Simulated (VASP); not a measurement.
A run of VASP 6.6.1 is set up as follows.

INCAR

```
PREC     = Accurate       # precision mode
ENCUT    = 520            # plane-wave cutoff, eV
EDIFF    = 1E-6           # SCF threshold, eV
ISMEAR   = -1             # smearing method
SIGMA    = 0.05           # smearing width, eV
LREAL    = F              # projectors in reciprocal space
LASPH    = T              # aspherical terms in the spheres
NELM     = 80             # most SCF steps
ALGO     = Fast           # electronic algorithm
ISIF     = 2              # what is computed and relaxed
LWAVE    = F              # write WAVECAR
LCHARG   = F              # write CHGCAR
GGA      = PE             # functional
NBANDS   = 38             # bands
```

KPOINTS

```
regular mesh
0
Gamma
  7 7 7
```

File POSCAR:

```
Bi
1.0
   -4.4792173886      4.4792173886      2.0793120808
    4.4792173886     -4.4792173886      2.0793120808
    4.4792173886      4.4792173886     -2.0793120808
Bi
4
Direct
    0.1456555000      0.3543445000      0.5000000000
    0.8543445000      0.6456555000      0.5000000000
    0.6456555000      0.1456555000      0.7913110000
    0.3543445000      0.8543445000      0.2086890000
```

Potentials or basis: VASP PAW PBE potentials, release 64 (Bi_d).

Command:

```sh
$ cat potpaw_PBE.64/Bi_d/POTCAR > POTCAR
$ mpirun -np 1 vasp_std > vasp.out
```

Predict the largest force.

0.089 eV/Å.

What does it give for the pressure?

-0.6 GPa.

Forces on the atoms (eV/Å):
```
Bi   0.063 -0.063  0.000
Bi  -0.063  0.063  0.000
Bi  -0.063 -0.063  0.000
Bi   0.063  0.063  0.000
```
